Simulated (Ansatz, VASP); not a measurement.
**ScAl in VASP and in Ansatz**

The input INCAR:

```
PREC = Accurate ; ENCUT = 520
EDIFF = 1E-6 ; ISMEAR = 0
SIGMA = 0.15 ; LREAL = F
LASPH = T ; NELM = 100
ALGO = Fast ; ISIF = 2
LWAVE = F ; LCHARG = F
NBANDS = 14
```

File KPOINTS:

```
Automatic mesh
0
Gamma
  14 14 14
```

File POSCAR:

```
ScAl
1.0
    3.3703489700      0.0000000000      0.0000000000
    0.0000000000      3.3703489700      0.0000000000
    0.0000000000      0.0000000000      3.3703489700
Sc Al
1 1
Direct
    0.5000000000      0.5000000000      0.5000000000
    0.0000000000      0.0000000000      0.0000000000
```

Input for Ansatz:

```yaml
crystal:
  lattice:
    - [3.37034897, 0.0, 0.0]
    - [0.0, 3.37034897, 0.0]
    - [0.0, 0.0, 3.37034897]
  atoms:
    - { symbol: Sc, position: [0.5, 0.5, 0.5] }
    - { symbol: Al, position: [0.0, 0.0, 0.0] }
basis:
  ecutwfc: 420
kpoints:
  mp_grid: { grid: [14, 14, 14] }
hamiltonian:
  xc: lda
scf:
  occupations: { method: gaussian, width: 0.15 }
output:
  forces: true
  stress: true
  eigenvalues: true
  write_density: true
  write_potential: true
  elf: true
  volumetric_format: npy
```

Alike in both runs: task single point; functional LDA; k mesh 14 × 14 × 14; occupations gaussian, width 0.15 eV; no spin polarisation.

|  | VASP | Ansatz |
| --- | --- | --- |
| version | VASP 6.6.1 | Ansatz 0.2.0 |
| potentials or method | VASP PAW LDA potentials, release 64 (Sc_sv, Al), cutoff 520 eV | scalar-relativistic, plane waves, PAW |
| valence electrons in the cell | 14 | 14 |

|  | VASP | Ansatz | Ansatz less VASP |
| --- | --- | --- | --- |
| gap on the k mesh at the Fermi level (eV) | none | none | - |
| pressure (GPa) | -4.2 | -4.4 | -0.16 |

LDA's correlation is that of Perdew and Zunger in VASP and of Perdew and Wang (1992) in Ansatz. A gap of «none» marks a metal or a gap that the smearing closes.
